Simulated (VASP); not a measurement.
# B (P6_3/mmc) in VASP: single point with PBEsol

Aim: the single point of B with PBEsol.

All numbers are computed with VASP 6.6.1; they aren't measurements. Logs are shortened: lines on timing, memory, paths and dates and some standing lists are left out, and cuts for length are marked.

## 1. The cell of the first run

It takes space group P6_3/mmc (No. 194, hexagonal). The conventional cell has a = 1.707 Å, b = 1.707 Å, c = 7.042 Å, α = 90.00°, β = 90.00°, γ = 120.00°. Within 2.3 Å of B (site symmetry -6m2) lie 6 B at 1.71 Å.

## 2. Single point, PBEsol

Contents of INCAR:

```
PREC = Accurate
ENCUT = 520
EDIFF = 1E-6
ISMEAR = -1
SIGMA = 0.08
LREAL = False
LASPH = True
NELM = 60
ALGO = Normal
ISIF = 2
LWAVE = False
LCHARG = False
GGA = PS
NBANDS = 10
```

Contents of KPOINTS:

```
Automatic mesh
0
Gamma
  21 21 11
```

Contents of POSCAR:

```
B
1.0
    1.7070938625      0.0000000000      0.0000000000
   -0.8535469312      1.4783866516      0.0000000000
    0.0000000000      0.0000000000      7.0421558887
B
2
Direct
    0.3333333333      0.6666666667      0.2500000000
    0.6666666667      0.3333333333      0.7500000000
```

Potentials or basis: VASP PAW PBE potentials, release 64 (B).

Run with:

```console
$ cat potpaw_PBE.64/B/POTCAR > POTCAR
$ mpirun -np 1 vasp_std > vasp.out
```

OUTCAR:

```text
PREC = Accurate
   ENCUT = 520
   EDIFF = 1E-6
   ISMEAR = -1
   LREAL = False
   LASPH = True
   NELM = 60
   ISIF = 2
   GGA = PS

 ion  position               nearest neighbor table
   1  0.333  0.667  0.250-
   2  0.667  0.333  0.750-

  LATTYP: Found a hexagonal cell.
 ALAT       =     1.7070938625
 C/A-ratio  =     4.1252306293

  Lattice vectors:

 A1 = (   1.7070938625,   0.0000000000,   0.0000000000)
 A2 = (  -0.8535469312,   1.4783866516,   0.0000000000)
 A3 = (   0.0000000000,   0.0000000000,   7.0421558887)

Analysis of symmetry for initial positions (statically):
=====================================================================
 Subroutine PRICEL returns:
 Original cell was already a primitive cell.

 Routine SETGRP: Setting up the symmetry group for a
 hexagonal supercell.

 Subroutine GETGRP returns: Found 24 space group operations
 (whereof 12 operations were pure point group operations)
 out of a pool of 24 trial point group operations.

The static configuration has the point symmetry D_3d.
 The point group associated with its full space group is D_6h.

Analysis of symmetry for dynamics (positions and initial velocities):
=====================================================================
 Subroutine PRICEL returns:
 Original cell was already a primitive cell.

 Routine SETGRP: Setting up the symmetry group for a
 hexagonal supercell.

 Subroutine GETGRP returns: Found 24 space group operations
 (whereof 12 operations were pure point group operations)
 out of a pool of 24 trial point group operations.

The dynamic configuration has the point symmetry D_3d.
 The point group associated with its full space group is D_6h.

 Subroutine INISYM returns: Found 24 space group operations
 (whereof 12 operations are pure point group operations),
 and found     1 'primitive' translations

----------------------------------------------------------------------------------------

                                     Primitive cell

  volume of cell :      17.7726

  direct lattice vectors                    reciprocal lattice vectors
     1.707093863  0.000000000  0.000000000     0.585790871  0.338206517  0.000000000
    -0.853546931  1.478386652  0.000000000     0.000000000  0.676413034  0.000000000
     0.000000000  0.000000000  7.042155889     0.000000000  0.000000000  0.142001969

  length of vectors
     1.707093863  1.707093863  7.042155889     0.676413034  0.676413034  0.142001969

  position of ions in fractional coordinates (direct lattice)
     0.333333333  0.666666667  0.250000000
     0.666666667  0.333333333  0.750000000

  ion indices of the primitive-cell ions
   primitive index   ion index
                 1           1
                 2           2

----------------------------------------------------------------------------------------

 KPOINTS: Automatic mesh

Automatic generation of k-mesh.
 Grid dimensions read from file:
 generate k-points for:   21   21   11

 Generating k-lattice:

  Cartesian coordinates                     Fractional coordinates (reciprocal lattice)
     0.027894803  0.016105072  0.000000000     0.047619048  0.000000000  0.000000000
     0.000000000  0.032210144  0.000000000     0.000000000  0.047619048  0.000000000
     0.000000000  0.000000000  0.012909270     0.000000000  0.000000000  0.090909091

  Length of vectors
     0.032210144  0.032210144  0.012909270

  Shift w.r.t. Gamma in fractional coordinates (k-lattice)
     0.000000000  0.000000000  0.000000000

 Subroutine IBZKPT returns following result:
 ===========================================

 Found    288 irreducible k-points:

 Following reciprocal coordinates:
            Coordinates               Weight
  0.000000  0.000000  0.000000      1.000000
  0.047619  0.000000  0.000000      6.000000
  0.095238  0.000000  0.000000      6.000000
  0.142857  0.000000  0.000000      6.000000
  0.190476  0.000000  0.000000      6.000000
  0.238095  0.000000  0.000000      6.000000
[... 16 lines left out ...]
  0.142857  0.095238  0.000000     12.000000
  0.190476  0.095238  0.000000     12.000000
 [... further k-points ...]
   k-points           NKPTS =    288   k-points in BZ     NKDIM =    288   number of bands    NBANDS=     10
   number of dos      NEDOS =    301   number of ions     NIONS =      2
   total plane-waves  NPLWV =  10584
   dimension x,y,z NGX =    14 NGY =   14 NGZ =   54
   dimension x,y,z NGXF=    28 NGYF=   28 NGZF=  108
   ions per type =               2
   NGX,Y,Z   is equivalent  to a cutoff of  13.63, 13.63, 12.75 a.u.
   NGXF,Y,Z  is equivalent  to a cutoff of  27.27, 27.27, 25.50 a.u.
 SYSTEM =  unknown system
   PREC   = accura    normal or accurate (medium, high low for compatibility)
   ISTART =      0    job   : 0-new  1-cont  2-samecut
   ICHARG =      2    charge: 1-file 2-atom 10-const
   ISPIN  =      1    spin polarized calculation?
   LNONCOLLINEAR =      F non collinear calculations
   LSORBIT =      F    spin-orbit coupling
   LASPH  =      T    aspherical Exc in radial PAW
   ENCUT  =  520.0 eV  38.22 Ry    6.18 a.u.   3.17  3.17 13.09*2*pi/ulx,y,z
   NELM   =     60;   NELMIN=  2; NELMDL= -5     # of ELM steps
   EDIFF  = 0.1E-05   stopping-criterion for ELM
   LREAL  =      F    real-space projection
   EDIFFG = 0.1E-04   stopping-criterion for IOM
   NSW    =      0    number of steps for IOM
   IBRION =     -1    ionic relax: 0-MD 1-quasi-New 2-CG
   NFREE  =      0    steps in history (QN), initial steepest desc. (CG)
   ISIF   =      2    stress and relaxation
   ISYM   =      2    0-nonsym 1-usesym 2-fastsym
   POTIM  = 0.5000    time-step for ionic-motion
   TEBEG  =    0.0;   TEEND  =   0.0 temperature during run
   PSTRESS=    0.0 pullay stress
   NELECT =       6.0000    total number of electrons
   NUPDOWN=      -1.0000    fix difference up-down
   EMIN   =  10.00;   EMAX   =-10.00  energy-range for DOS
   EFERMI =   0.00;   METHOD = LEGACY
   ISMEAR =    -1;   SIGMA  =   0.08  broadening in eV -4-tet -1-fermi 0-gaus
   EFERMI_NEDOS =   21; number of points for ismear=-14 and -15
   IALGO  =     38    algorithm
   IMIX   =      4    mixing-type and parameters
     AMIX     =   0.40;   BMIX     =  1.00
     AMIX_MAG =   1.60;   BMIX_MAG =  1.00
  volume/ion in A,a.u.               =       8.89        59.97
  Fermi-wavevector in a.u.,A,eV,Ry     =   1.139921  2.154139 17.679692  1.299421
  Thomas-Fermi vector in A             =   2.276624
   LORBIT       =      0    0 simple, 1 ext, 2 COOP (PROOUT), +10 PAW based schemes
   GGA     = PS    functional components
   LHFCALC =     F    Hartree Fock is set to
   AEXX    =    0.0000 exact exchange contribution
   IVDW    =     0    specifies the selected vdW correction
   LEPSILON=     F    determine dielectric tensor
   LRPA    =     F    only Hartree local field effects (RPA)
 non-spin polarized calculation
  energy-cutoff  :      520.00
  volume of cell :       17.77
 maximum number of plane-waves:       495
 NGX is ok and might be reduce to    14
   NGX =  7   NGY =  7   NGZ = 27

 number of electron       6.0000000 magnetization

 Free energy of the ion-electron system (eV)
  ---------------------------------------------------
  ext. energy  EPLUGINS =         0.00000000
  ---------------------------------------------------
  free energy    TOTEN  =       -12.60905010 eV

  energy without entropy =      -12.59552485  energy(sigma->0) =      -12.60228748

 E-fermi :   5.6451     XC(G=0): -10.4416

 val. band max:        5.6432632595   @ k =   0.2857   0.2857   0.3636
 cond. band min:       5.6493576547   @ k =   0.2857   0.2857   0.4545
 fundamental gap:      0.0060943952
 Fermi energy:         5.6450783027

 k-point     1 :       0.0000    0.0000    0.0000
  band No.  band energies     occupation
      1     -11.7365      2.00000
      2     -11.3179      2.00000
      3      -3.3347      2.00000
      4      -1.0410      2.00000
      5       7.8863      0.00000
      6      15.1905      0.00000
      7      20.3827      0.00000
      8      30.1929      0.00000
      9      30.1956      0.00000
     10      30.1986      0.00000

 k-point     2 :       0.0476    0.0000    0.0000
  band No.  band energies     occupation
      1     -11.6315      2.00000
      2     -11.2170      2.00000
      3      -3.1837      2.00000
      4      -0.8928      2.00000
      5       8.0125      0.00000
      6      15.3342      0.00000
      7      20.4206      0.00000
      8      29.6629      0.00000
      9      29.8545      0.00000
     10      29.8621      0.00000

 k-point     3 :       0.0952    0.0000    0.0000
  band No.  band energies     occupation
      1     -11.3173      2.00000
      2     -10.9146      2.00000
      3      -2.7311      2.00000
      4      -0.4486      2.00000
      5       8.3893      0.00000
      6      15.7636      0.00000
      7      20.4955      0.00000
      8      28.1602      0.00000
      9      28.8561      0.00000
     10      28.9557      0.00000

 k-point     4 :       0.1429    0.0000    0.0000
  band No.  band energies     occupation
      1     -10.7961      2.00000
      2     -10.4126      2.00000
      3      -1.9781      2.00000
      4       0.2893      2.00000
      5       9.0088      0.00000
      6      16.4732      0.00000
      7      20.4341      0.00000
      8      25.9118      0.00000
      9      27.3764      0.00000
     10      27.7332      0.00000
[... 222 lines left out ...]
 k-point    22 :       0.0952    0.0952    0.0000
  band No.  band energies     occupation
      1     -10.4840      2.00000
      2     -10.1115      2.00000
      3      -1.5272      2.00000
      4       0.7307      2.00000
      5       9.3798      0.00000
      6      16.8950      0.00000
      7      20.4492      0.00000
      8      25.5634      0.00000
      9      25.5828      0.00000
     10      25.9461      0.00000

 k-point    23 :       0.1429    0.0952    0.0000
  band No.  band energies     occupation
      1      -9.7609      2.00000
      2      -9.4136      2.00000
      3      -0.4781      2.00000
      4       1.7556      2.00000
      5      10.2196      0.00000
      6      17.8640      0.00000
      7      19.9808      0.00000
      8      22.8649      0.00000
      9      23.2544      0.00000
     10      24.6995      0.00000

 k-point    24 :       0.1905    0.0952    0.0000
  band No.  band energies     occupation
      1      -8.8426      2.00000
      2      -8.5260      2.00000
      3       0.8634      2.00000
      4       3.0616      2.00000
      5      11.2195      0.00000
      6      18.3304      0.00000
      7      19.0679      0.00000
      8      19.9329      0.00000
      9      21.6992      0.00000
     10      23.6089      0.00000

 [... further k-points ...]
[... 5 lines left out ...]
  --------------------------------------------------------------------------------------
  -------------------------------------------------------------------------------------
  Total        0.0359016      0.0359016     -0.0071292      0.0000000      0.0000000      0.0000000
  in kB        3.2364793      3.2364793     -0.6426864      0.0000000      0.0000000      0.0000000
  external PRESSURE =       1.9434241 kB  Pullay stress =       0.0000000 kB

 VOLUME and BASIS-vectors are now :
 -----------------------------------------------------------------------------
  energy-cutoff  :      520.00
  volume of cell :       17.77
      direct lattice vectors                 reciprocal lattice vectors
     1.707093863  0.000000000  0.000000000     0.585790871  0.338206517  0.000000000
    -0.853546931  1.478386652  0.000000000     0.000000000  0.676413034  0.000000000
     0.000000000  0.000000000  7.042155889     0.000000000  0.000000000  0.142001969

 POSITION                                       TOTAL-FORCE (eV/Angst)
 -----------------------------------------------------------------------------------
     -0.00000      0.98559      1.76054         0.000000      0.000000      0.000000
      0.85355      0.49280      5.28162        -0.000000     -0.000000      0.000000
 -----------------------------------------------------------------------------------
    total drift:                                0.000000     -0.000000      0.000000

  FREE ENERGIE OF THE ION-ELECTRON SYSTEM (eV)
  ---------------------------------------------------
  free  energy   TOTEN  =       -12.6090500970 eV

  energy  without entropy=      -12.5955248547  energy(sigma->0) =      -12.60228748
```

Wall time 53 s (1 thread of Intel Xeon 8259CL, shared host); peak memory 0.16 GiB.

Results:

| Item | Value |
| --- | --- |
| Free energy | -12.6091 eV |
| Pressure | 0.2 GPa |
| Band gap on the k mesh | zero (band 3 reaches 8.55 eV, above the bottom of band 4 at -2.16 eV) |

Stress tensor (GPa, compression positive):
```
 0.32  0.00  0.00
 0.00  0.32  0.00
 0.00  0.00 -0.06
```

Levels at points of the mesh, in eV from the Fermi level:
```tsv
k point	band 1	band 2	band 3	band 4	band 5	band 6	band 7	band 8
(0.00, 0.00, 0.00)	-17.38	-16.96	-8.98	-6.69	2.24	9.55	14.74	24.55
```

Caveat: the PAW data sets were made with another functional, which shifts forces and pressure a little; this functional lacks dispersion, which binds the layers, so the pressure and a relaxed spacing across them are unreliable.
